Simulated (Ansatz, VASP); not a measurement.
**AlP: VASP beside Ansatz**

File POSCAR:

```
AlP
1.0
    0.0000000000      2.7392607939      2.7392607939
    2.7392607939      0.0000000000      2.7392607939
    2.7392607939      2.7392607939      0.0000000000
Al P
1 1
Direct
    0.0000000000      0.0000000000      0.0000000000
    0.2500000000      0.2500000000      0.2500000000
```

The input INCAR.step1:

```
SYSTEM = AlP
PREC = Accurate
ENCUT = 400
EDIFF = 1E-5
ISMEAR = 0
SIGMA = 0.01
LREAL = .False.
LASPH = .True.
NELM = 120
ALGO = Normal
ISIF = 2
LWAVE = .True.
NBANDS = 11
GGA = PE
GGA_COMPAT = .False.
```

Contents of INCAR.step2:

```
SYSTEM = AlP
PREC = Accurate
ENCUT = 400
EDIFF = 1E-6
ISMEAR = 0
SIGMA = 0.01
LREAL = .False.
LASPH = .True.
NELM = 120
ALGO = Normal
ISIF = 2
LWAVE = .False.
LCHARG = .True.
GGA = PE
LHFCALC = .True.
AEXX = 1.0
HFSCREEN = 0.1
PRECFOCK = Normal
LELF = .True.
LVHAR = .True.
NBANDS = 11
ISTART = 1
ALDAC = 1.0
AGGAC = 1.0
GGA_COMPAT = .False.
```

Contents of KPOINTS:

```
Automatic mesh
0
Gamma
  4 4 4
  0 0 0
```

Input for Ansatz:

```yaml
crystal:
  lattice:
    - [0.0, 2.7392607939, 2.7392607939]
    - [2.7392607939, 0.0, 2.7392607939]
    - [2.7392607939, 2.7392607939, 0.0]
  atoms:
    - { symbol: Al, position: [0.0, 0.0, 0.0] }
    - { symbol: P, position: [0.25, 0.25, 0.25] }
kpoints:
  mp_grid: { grid: [4, 4, 4] }
hamiltonian:
  xc: { exchange: pbe, correlation: pbe, exx: { coeff: 1.0, omega: 0.1 } }
scf:
  occupations: { method: fixed }
  n_extra_bands: 4
output:
  forces: true
  stress: true
  eigenvalues: true
```

Alike in both runs: task single point; functional PBE-based screened hybrid with a share of 1.0 of exact exchange and HFSCREEN = 0.1; k mesh 4 × 4 × 4; no spin polarisation.

|  | VASP | Ansatz |
| --- | --- | --- |
| version | VASP 6.6.1 | Ansatz 0.2.0 |
| potentials or method | VASP PAW PBE potentials, release 64 (Al, P) | plane waves |
| plane-wave cutoff (eV) | 400 | 420 |
| occupations | gaussian, width 0.01 eV | fixed |
| valence electrons in the cell | 8 | 8 |

Ansatz gave:

- gap on the k mesh at the Fermi level (eV): 5.96
- pressure (GPa): -4.0

**Question.** Which values does VASP return?

**Answer.** gap on the k mesh at the Fermi level (eV): 6.08; pressure (GPa): -5.0.

VASP's potentials were made for PBE, not for PBE-based screened hybrid. Ansatz's warnings: stress exchange threshold loose, stress scf threshold loose.

The k mesh is coarse, so the values compare programs but aren't converged.
